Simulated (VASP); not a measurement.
A run of VASP 6.6.1:

File INCAR:

```
AGGAC = 1.0
AGGAX = 1.0
ALDAC = 0.0
ALDAX = 1.0
ALGO = Normal
EDIFF = 1E-7
ENCUT = 520
GGA = B5
ISIF = 2
ISMEAR = -1
LASPH = True
LCHARG = False
LREAL = False
LWAVE = False
NBANDS = 20
NELM = 80
PREC = Accurate
SIGMA = 0.1
```

The input KPOINTS:

```
k-points
0
Gamma
  15 15 9
```

File POSCAR:

```
Ga
1.0
   -2.5707855731      2.3676371985      1.3947320522
    2.3676371985     -2.5707855731      1.3947320522
    2.9563251029      2.9563251029     -1.7667986724
Ga
2
Direct
    0.9901287980      0.0098712020      0.0000000000
    0.7598712020      0.2401287980      0.5000000000
```

Potentials or basis: VASP PAW PBE potentials, release 64 (Ga_d).

Run with:

```bash
$ cat potpaw_PBE.64/Ga_d/POTCAR > POTCAR
$ mpirun -np 1 vasp_std > vasp.out
```

Hardware: 1 thread of Oxide Virtual Turin-like Processor (shared host).

Q: How long does it take, and how much memory?

A: Run time: 6.5 min on 1 thread of Oxide Virtual Turin-like Processor, with other jobs on the host, peak memory 0.4 GiB. Counts: scf iterations 11, k points 544.
